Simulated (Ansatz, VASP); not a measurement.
## BP: VASP beside Ansatz

```
B P
1.0
     0.00000    2.08748    2.35976
     2.08748    0.00000    2.35976
     2.08748    2.08748    0.00000
B P
1 1
Direct
  0.00000 0.00000 0.00000
  0.75000 0.75000 0.75000
```

Change from the starting cell: strain -0.080 along x and y, +0.040 along z, atoms carried along.

Alike in both runs: task single point; functional r2SCAN; k mesh 10 × 10 × 10; occupations gaussian, width 0.05 eV; no spin polarisation.

|  | VASP | Ansatz |
| --- | --- | --- |
| version | VASP 6.6.1 | Ansatz 0.2.0 |
| potentials or method | VASP PAW PBE potentials, release 64 (B, P), cutoff 520 eV | scalar-relativistic, plane waves, PAW |
| valence electrons in the cell | 8 | 8 |

```tsv
	VASP	Ansatz	Ansatz less VASP
gap on the k mesh at the Fermi level (eV)	0.24	0.21	-0.026
least direct gap on the mesh (eV)	3.21	3.17	-0.038
pressure (GPa)	26.0	26.7	+0.68
traceless stress, the component that is largest in VASP (GPa)	-30.73	-30.58	+0.142
```

VASP's potentials were made for PBE, not for r2SCAN.
